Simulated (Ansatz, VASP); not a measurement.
One calculation of TiRh3, two programs

```xyz
4
Lattice="3.8984 0.0000 0.0000 0.0000 3.8984 0.0000 0.0000 0.0000 3.8220" Properties=species:S:1:pos:R:3 pbc="T T T"
Ti    0.0000    0.0000    0.0000
Rh    0.0000    1.9492    1.9110
Rh    1.9492    0.0000    1.9110
Rh    1.9492    1.9492    0.0000
```

Change from the starting cell: equal xx and yy strain of +2 %, PAW files.

Alike in both runs: task electric field gradients; functional LDA; k mesh 10 × 10 × 10; occupations fermi-dirac, width 0.03 eV; no spin polarisation.

|  | VASP | Ansatz |
| --- | --- | --- |
| version | VASP 6.6.1 | Ansatz 0.2.0 |
| potentials or method | VASP PAW LDA potentials, release 64 (Ti_sv, Rh_pv) | PAW with Ansatz's default frozen-core files, scalar-relativistic |
| plane-wave cutoff (eV) | 520 | 420 |
| valence electrons in the cell | 57 | 63 |

VASP gave:

```
pressure (GPa)                                                : -17.8
traceless stress, the component that is largest in VASP (GPa) : 2.20
size of Vzz on the site where it differs most (V/Å²)          : 29.7
```

Which values does Ansatz return?

Pressure (GPa): -18.4; traceless stress, the component that is largest in VASP (GPa): 2.19; size of Vzz on the site where it differs most (V/Å²): 24.9.

LDA's correlation is that of Perdew and Zunger in VASP and of Perdew and Wang (1992) in Ansatz. VASP's potentials hold 57 valence electrons a cell and Ansatz's 63, so a difference there can come from the potentials and not from the codes.
